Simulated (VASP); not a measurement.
# Re (P6/mmm) in VASP: relaxation of cell and atoms with revPBE

Aim: the relaxation of cell and atoms of Re with revPBE.

Program: VASP 6.6.1. These are calculated values, not measurements. Logs are shortened: lines on timing, memory, paths and dates and some standing lists are left out, and cuts for length are marked.

## 1. The cell of the first run

Symmetry: P6/mmm, No. 191, hexagonal system. The conventional cell has a = 4.365 Å, b = 4.365 Å, c = 2.676 Å, α = 90.00°, β = 90.00°, γ = 120.00°. Re (site symmetry 6/mmm) has 14 Re at 2.68 to 2.85 Å within 3.5 Å. Within 3.3 Å of Re (site symmetry -6m2) lie 11 Re at 2.52 to 2.85 Å.

This isn't the form of Re at room conditions, which is hcp.

## 2. Relaxation of cell and atoms, revPBE

INCAR reads:

```
PREC     = Accurate       # precision mode
ENCUT    = 600            # plane-wave cutoff, eV
EDIFF    = 1E-6           # SCF threshold, eV
ISMEAR   = -1             # smearing method
SIGMA    = 0.1            # smearing width, eV
LREAL    = False          # projectors in reciprocal space
LASPH    = True           # aspherical terms in the spheres
NELM     = 100            # most SCF steps
ALGO     = Normal         # electronic algorithm
ISIF     = 3              # what is computed and relaxed
LWAVE    = False          # write WAVECAR
LCHARG   = False          # write CHGCAR
GGA      = RE             # functional
IBRION   = 2              # ionic algorithm
NSW      = 80             # ionic steps
EDIFFG   = -0.01          # ionic threshold
```

KPOINTS reads:

```
Automatic mesh
0
Gamma
  8 8 12
```

POSCAR reads:

```
Re
1.0
    4.3646887072      0.0000000000      0.0000000000
   -2.1823443536      3.7799313000      0.0000000000
    0.0000000000      0.0000000000      2.6755541775
Re
3
Direct
    0.0000000000      0.0000000000      0.0000000000
    0.3333333333      0.6666666667      0.5000000000
    0.6666666667      0.3333333333      0.5000000000
```

Potentials or basis: VASP PAW PBE potentials, release 64 (Re).

Started as:

```
$ cat potpaw_PBE.64/Re/POTCAR > POTCAR
$ mpirun -np 1 vasp_std > vasp.out
```

OUTCAR:

```text
PREC = Accurate
   ENCUT = 600
   EDIFF = 1E-6
   ISMEAR = -1
   LREAL = False
   LASPH = True
   NELM = 100
   ISIF = 3
   GGA = RE
   IBRION = 2
   NSW = 80
   EDIFFG = -0.01

 ion  position               nearest neighbor table
   1  0.000  0.000  0.000-   2 2.85   3 2.85   2 2.85   3 2.85   2 2.85   2 2.85   3 2.85   3 2.85
                             3 2.85   3 2.85   2 2.85   2 2.85
   2  0.333  0.667  0.500-   3 2.52   3 2.52   3 2.52   1 2.85   1 2.85   1 2.85   1 2.85   1 2.85
                             1 2.85
   3  0.667  0.333  0.500-   2 2.52   2 2.52   2 2.52   1 2.85   1 2.85   1 2.85   1 2.85   1 2.85
                             1 2.85

  LATTYP: Found a hexagonal cell.
 ALAT       =     4.3646887072
 C/A-ratio  =     0.6130000000

  Lattice vectors:

 A1 = (   4.3646887072,   0.0000000000,   0.0000000000)
 A2 = (  -2.1823443536,   3.7799313000,   0.0000000000)
 A3 = (   0.0000000000,   0.0000000000,   2.6755541775)

Analysis of symmetry for initial positions (statically):
=====================================================================
 Subroutine PRICEL returns:
 Original cell was already a primitive cell.

 Routine SETGRP: Setting up the symmetry group for a
 hexagonal supercell.

 Subroutine GETGRP returns: Found 24 space group operations
 (whereof 24 operations were pure point group operations)
 out of a pool of 24 trial point group operations.

The static configuration has the point symmetry D_6h.

Analysis of symmetry for dynamics (positions and initial velocities):
=====================================================================
 Subroutine PRICEL returns:
 Original cell was already a primitive cell.

 Routine SETGRP: Setting up the symmetry group for a
 hexagonal supercell.

 Subroutine GETGRP returns: Found 24 space group operations
 (whereof 24 operations were pure point group operations)
 out of a pool of 24 trial point group operations.

The dynamic configuration has the point symmetry D_6h.

 Subroutine INISYM returns: Found 24 space group operations
 (whereof 24 operations are pure point group operations),
 and found     1 'primitive' translations

----------------------------------------------------------------------------------------

                                     Primitive cell

  volume of cell :      44.1419

  direct lattice vectors                    reciprocal lattice vectors
     4.364688707  0.000000000  0.000000000     0.229111414  0.132277536  0.000000000
    -2.182344354  3.779931300  0.000000000     0.000000000  0.264555073  0.000000000
     0.000000000  0.000000000  2.675554178     0.000000000  0.000000000  0.373754345

  length of vectors
     4.364688707  4.364688707  2.675554178     0.264555073  0.264555073  0.373754345

  position of ions in fractional coordinates (direct lattice)
     0.000000000  0.000000000  0.000000000
     0.333333333  0.666666667  0.500000000
     0.666666667  0.333333333  0.500000000

  ion indices of the primitive-cell ions
   primitive index   ion index
                 1           1
                 2           2
                 3           3

----------------------------------------------------------------------------------------

 KPOINTS: Automatic mesh

Automatic generation of k-mesh.
 Grid dimensions read from file:
 generate k-points for:    8    8   12

 Generating k-lattice:

  Cartesian coordinates                     Fractional coordinates (reciprocal lattice)
     0.028638927  0.016534692  0.000000000     0.125000000 -0.000000000  0.000000000
     0.000000000  0.033069384  0.000000000     0.000000000  0.125000000  0.000000000
     0.000000000  0.000000000  0.031146195     0.000000000  0.000000000  0.083333333

  Length of vectors
     0.033069384  0.033069384  0.031146195

  Shift w.r.t. Gamma in fractional coordinates (k-lattice)
     0.000000000  0.000000000  0.000000000

 Subroutine IBZKPT returns following result:
 ===========================================

 Found     70 irreducible k-points:

 Following reciprocal coordinates:
            Coordinates               Weight
  0.000000  0.000000  0.000000      1.000000
  0.125000  0.000000  0.000000      6.000000
  0.250000  0.000000  0.000000      6.000000
  0.375000  0.000000  0.000000      6.000000
  0.500000  0.000000  0.000000      3.000000
  0.125000  0.125000  0.000000      6.000000
[... 16 lines left out ...]
  0.250000  0.000000  0.166667     12.000000
  0.375000  0.000000  0.166667     12.000000
 [... further k-points ...]
   k-points           NKPTS =     70   k-points in BZ     NKDIM =     70   number of bands    NBANDS=     14
   number of dos      NEDOS =    301   number of ions     NIONS =      3
   total plane-waves  NPLWV =  31104
   dimension x,y,z NGX =    36 NGY =   36 NGZ =   24
   dimension x,y,z NGXF=    72 NGYF=   72 NGZF=   48
   ions per type =               3
   NGX,Y,Z   is equivalent  to a cutoff of  13.71, 13.71, 14.91 a.u.
   NGXF,Y,Z  is equivalent  to a cutoff of  27.42, 27.42, 29.82 a.u.
 SYSTEM =  unknown system
   PREC   = accura    normal or accurate (medium, high low for compatibility)
   ISTART =      0    job   : 0-new  1-cont  2-samecut
   ICHARG =      2    charge: 1-file 2-atom 10-const
   ISPIN  =      1    spin polarized calculation?
   LNONCOLLINEAR =      F non collinear calculations
   LSORBIT =      F    spin-orbit coupling
   LASPH  =      T    aspherical Exc in radial PAW
   ENCUT  =  600.0 eV  44.10 Ry    6.64 a.u.   8.72  8.72  5.34*2*pi/ulx,y,z
   NELM   =    100;   NELMIN=  2; NELMDL= -5     # of ELM steps
   EDIFF  = 0.1E-05   stopping-criterion for ELM
   LREAL  =      F    real-space projection
   EDIFFG = -.1E-01   stopping-criterion for IOM
   NSW    =     80    number of steps for IOM
   IBRION =      2    ionic relax: 0-MD 1-quasi-New 2-CG
   NFREE  =      1    steps in history (QN), initial steepest desc. (CG)
   ISIF   =      3    stress and relaxation
   ISYM   =      2    0-nonsym 1-usesym 2-fastsym
   POTIM  = 0.5000    time-step for ionic-motion
   TEBEG  =    0.0;   TEEND  =   0.0 temperature during run
   PSTRESS=    0.0 pullay stress
   NELECT =      21.0000    total number of electrons
   NUPDOWN=      -1.0000    fix difference up-down
   EMIN   =  10.00;   EMAX   =-10.00  energy-range for DOS
   EFERMI =   0.00;   METHOD = LEGACY
   ISMEAR =    -1;   SIGMA  =   0.10  broadening in eV -4-tet -1-fermi 0-gaus
   EFERMI_NEDOS =   21; number of points for ismear=-14 and -15
   IALGO  =     38    algorithm
   IMIX   =      4    mixing-type and parameters
     AMIX     =   0.40;   BMIX     =  1.00
     AMIX_MAG =   1.60;   BMIX_MAG =  1.00
  volume/ion in A,a.u.               =      14.71        99.29
  Fermi-wavevector in a.u.,A,eV,Ry     =   1.278000  2.415070 22.222188  1.633285
  Thomas-Fermi vector in A             =   2.410568
   LORBIT       =      0    0 simple, 1 ext, 2 COOP (PROOUT), +10 PAW based schemes
   GGA     = RE    functional components
   LHFCALC =     F    Hartree Fock is set to
   AEXX    =    0.0000 exact exchange contribution
   IVDW    =     0    specifies the selected vdW correction
   LEPSILON=     F    determine dielectric tensor
   LRPA    =     F    only Hartree local field effects (RPA)
 conjugate gradient relaxation of ions
 non-spin polarized calculation
  energy-cutoff  :      600.00
  volume of cell :       44.14
 maximum number of plane-waves:      1517
 NGX is ok and might be reduce to    36
   NGX = 17   NGY = 17   NGZ = 11

--------------------------------------- Ionic step        1  -------------------------------------------

 number of electron      21.0000000 magnetization

 Free energy of the ion-electron system (eV)
  ---------------------------------------------------
  ext. energy  EPLUGINS =         0.00000000
  ---------------------------------------------------
  free energy    TOTEN  =       -35.26090384 eV

  energy without entropy =      -35.18093893  energy(sigma->0) =      -35.22092138

------------------------ aborting loop because EDIFF is reached ----------------------------------------

  FORCE on cell =-STRESS in cart. coord.  units (eV):
  Direction    XX          YY          ZZ          XY          YZ          ZX
  --------------------------------------------------------------------------------------
  -------------------------------------------------------------------------------------
  Total        2.8724647      2.8724647      5.8015705      0.0000000      0.0000000      0.0000000
  in kB      104.2591909    104.2591909    210.5742333      0.0000000      0.0000000      0.0000000
  external PRESSURE =     139.6975384 kB  Pullay stress =       0.0000000 kB
[... 170 lines left out ...]
  energy  without entropy=      -35.2741187581  energy(sigma->0) =      -35.31032870

--------------------------------------- Ionic step        6  -------------------------------------------

 number of electron      20.9999999 magnetization

 Free energy of the ion-electron system (eV)
  ---------------------------------------------------
  ext. energy  EPLUGINS =         0.00000000
  ---------------------------------------------------
  free energy    TOTEN  =       -35.35514414 eV

  energy without entropy =      -35.27930095  energy(sigma->0) =      -35.31722254

 E-fermi :   7.5432     XC(G=0): -13.4794

 val. band max:        7.5316644934   @ k =   0.5000   0.0000   0.2500
 cond. band min:       7.5466621191   @ k =   0.2500   0.0000   0.2500
 fundamental gap:      0.0149976258
 Fermi energy:         7.5432357111

 k-point     1 :       0.0000    0.0000    0.0000
  band No.  band energies     occupation
      1      -2.1010      2.00000
      2       1.8669      2.00000
      3       4.5025      2.00000
      4       4.7672      2.00000
      5       4.7672      2.00000
      6       4.7888      2.00000
      7       4.7888      2.00000
      8       5.7078      2.00000
      9       6.7810      1.99902
     10       6.7810      1.99902
     11       7.5764      0.83591
     12       7.5764      0.83591
     13       7.6207      0.63085
     14       7.6207      0.63085
[... 375 lines left out ...]
 k-point    24 :       0.3750    0.0000    0.1667
  band No.  band energies     occupation
      1       0.5578      2.00000
      2       1.9826      2.00000
      3       2.7502      2.00000
      4       3.7495      2.00000
      5       3.7682      2.00000
      6       5.0253      2.00000
      7       5.2119      2.00000
      8       5.7346      2.00000
      9       5.9139      2.00000
     10       6.8701      1.99762
     11       7.2627      1.88588
     12       8.2882      0.00116
     13       8.8927      0.00000
     14      10.0499      0.00000

 [... further k-points ...]
[... 5 lines left out ...]
  --------------------------------------------------------------------------------------
  -------------------------------------------------------------------------------------
  Total       -0.0011067     -0.0011067     -0.0074838      0.0000000      0.0000000      0.0000000
  in kB       -0.0386652     -0.0386652     -0.2614708      0.0000000      0.0000000      0.0000000
  external PRESSURE =      -0.1129337 kB  Pullay stress =       0.0000000 kB
[... 18 lines left out ...]
  FREE ENERGIE OF THE ION-ELECTRON SYSTEM (eV)
  ---------------------------------------------------
  free  energy   TOTEN  =       -35.3551441361 eV

  energy  without entropy=      -35.2793009457  energy(sigma->0) =      -35.31722254

 reached required accuracy - stopping structural energy minimisation
```

Wall time 11 min (1 thread of AMD EPYC, shared host); peak memory 0.19 GiB.

Results:

```
Free energy                           : -35.3551 eV
Relaxed volume                        : 15.29 Å³/atom
Relaxed cell                          : a = 4.386 Å, b = 4.386 Å, c = 2.753 Å, α = 90.00°, β = 90.00°, γ = 120.00°
Space group after relaxing (to 0.1 Å) : P6/mmm (No. 191)
Energy gained by relaxing             : 31.4 meV/atom
Ionic steps                           : 6
Pressure after relaxing               : 0.0 GPa
Band gap on the k mesh                : zero (an odd number of electrons rules out a gap without spin polarisation)
```

Step by step:
| step | energy change (eV) | largest force (eV/Å) | pressure (GPa) | volume (Å³) |
| --- | --- | --- | --- | --- |
| 1 | 0.0000 | 0.0000 | 13.97 | 44.14 |
| 2 | 0.7786 | 0.0000 | -34.86 | 52.82 |
| 3 | -0.0854 | 0.0000 | -1.94 | 46.08 |
| 4 | -0.0858 | 0.0000 | -1.15 | 45.97 |
| 5 | -0.0856 | 0.0000 | 1.34 | 45.74 |
| 6 | -0.0942 | 0.0000 | -0.01 | 45.86 |

Final structure:
```yaml
crystal:
  lattice:
    - [4.38607, 0.00000, 0.00000]
    - [-2.19303, 3.79845, 0.00000]
    - [0.00000, 0.00000, 2.75251]
  atoms:
    - { symbol: Re, position: [0.00000, 0.00000, 0.00000] }
    - { symbol: Re, position: [0.33333, 0.66667, 0.50000] }
    - { symbol: Re, position: [0.66667, 0.33333, 0.50000] }
```

Caveat: the highest band is partly filled, so the run has too few bands; the PAW data sets were made with another functional, which shifts forces and pressure a little; spin-orbit coupling is left out, which moves the levels of the heavy elements.
